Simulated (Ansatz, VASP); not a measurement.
## Zn: VASP beside Ansatz

```xyz
2
Lattice="1.4819 2.5667 0.0000 -1.4819 2.5667 0.0000 0.0000 0.0000 4.6531" Properties=species:S:1:pos:R:3 pbc="T T T"
Zn    0.0000    1.7111    1.1633
Zn    0.0000    3.4222    3.4899
```

Alike in both runs: task single point; functional PBE; k mesh 7 × 7 × 4; no spin polarisation.

|  | VASP | Ansatz |
| --- | --- | --- |
| version | VASP 6.6.1 | Ansatz 0.2.0 |
| potentials or method | VASP PAW PBE potentials, release 64 (Zn), cutoff 520 eV | PAW plane waves |
| occupations | fermi-dirac, width 0.1 eV | fermi-dirac |
| valence electrons in the cell | 24 | 24 |

Ansatz gave:

```
gap on the k mesh at the Fermi level (eV)                     : none
pressure (GPa)                                                : -6.9
traceless stress, the component that is largest in VASP (GPa) : 2.92
```

Task: What did VASP give for the same quantities?

Result: gap on the k mesh at the Fermi level (eV): none; pressure (GPa): -6.8; traceless stress, the component that is largest in VASP (GPa): 2.94.

A gap of «none» marks a metal or a gap that the smearing closes. Ansatz's warnings: structure snapped to symmetry.
